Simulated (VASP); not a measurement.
Rh, 2 atoms in the cell. It takes space group P6_3/mmc (No. 194, hexagonal). Conventional cell: a = 2.694 Å, b = 2.694 Å, c = 4.369 Å, α = 90.00°, β = 90.00°, γ = 120.00°. Within 3.5 Å of Rh (site symmetry -6m2) lie 12 Rh at 2.68 to 2.69 Å. 

```yaml
Program: VASP 6.6.1
Task: single point
Functional: LDA
Potentials_or_basis: VASP PAW LDA potentials, release 64 (Rh_pv)
Cutoff: 520 eV
k_mesh: 11 × 11 × 6
Occupations: fermi-dirac, width 0.05 eV
Spin: no spin polarisation
Dipole_correction: no
Further_INCAR_settings: ALGO = Normal; EDIFF = 1e-06; NBANDS = 22
```

Potentials or basis: VASP PAW LDA potentials, release 64 (Rh_pv).

The run is started by

```bash
$ cat potpaw_LDA.64/Rh_pv/POTCAR > POTCAR
$ mpirun -np 1 vasp_std > vasp.out
```

Hardware: 1 thread of Intel(R) Xeon(R) Platinum 8375C CPU @ 2.90GHz (Ice Lake), on a shared host.

Problem. Estimate the wall time of this run.

Solution. Run time: 14 s on 1 thread of Intel(R) Xeon(R) Platinum 8375C CPU @ 2.90GHz (Ice Lake), on a shared host, peak memory 0.15 GiB. Counts: scf iterations 11, k points 64.
